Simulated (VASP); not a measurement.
Write the native input for VASP 6.6.1 that does the following.

```yaml
Task: single point
Functional: PBE
Potentials_or_basis: VASP PAW PBE potentials, release 64 (Ge_d, Pt)
Cutoff: 520 eV
k_mesh: 6 × 10 × 6
Occupations: gaussian, width 0.1 eV
Spin: no spin polarisation
Dipole_correction: no
Further_INCAR_settings: ALGO = Normal; EDIFF = 1e-07; NBANDS = 58
```

The structure of GePt lies in POSCAR:

```
GePt
1.0
    5.8271351762      0.0000000000      0.0000000000
    0.0000000000      3.7445187411      0.0000000000
    0.0000000000      0.0000000000      6.1905450783
Ge Pt
4 4
Direct
    0.8132301603      0.7500000000      0.5874912879
    0.1867698397      0.2500000000      0.4125087121
    0.6867698397      0.2500000000      0.0874912879
    0.3132301603      0.7500000000      0.9125087121
    1.0017840208      0.7500000000      0.1930138331
   -0.0017840208      0.2500000000      0.8069861669
    0.4982159792      0.2500000000      0.6930138331
    0.5017840208      0.7500000000      0.3069861669
```

These files were run (other wordings do the same):

INCAR

```
SYSTEM = GePt
  ALGO = Normal
  EDIFF = 1E-7
  ENCUT = 520
  GGA = PE
  ISIF = 2
  ISMEAR = 0
  LASPH = .True.
  LCHARG = .False.
  LREAL = .False.
  LWAVE = .False.
  NBANDS = 58
  NELM = 100
  PREC = Accurate
  SIGMA = 0.1
```

KPOINTS

```
k-points
0
Gamma
  6 10 6
  0 0 0
```

Potentials or basis: VASP PAW PBE potentials, release 64 (Ge_d, Pt).

Launch:

```bash
$ cat potpaw_PBE.64/Ge_d/POTCAR potpaw_PBE.64/Pt/POTCAR > POTCAR
$ mpirun -np 1 vasp_std > vasp.out
```

Results of the run:

The pressure is 0.0 GPa. The largest force is 0.005 eV/Å. The band gap on the k mesh is zero (band 48 reaches 9.93 eV, above the bottom of band 49 at 8.56 eV).

Caveat: spin-orbit coupling is left out, which moves the levels of the heavy elements.

Wall time 6.4 min on 1 thread of Intel(R) Xeon(R) 6975P-C (Granite Rapids) (shared host), peak memory 0.64 GiB.
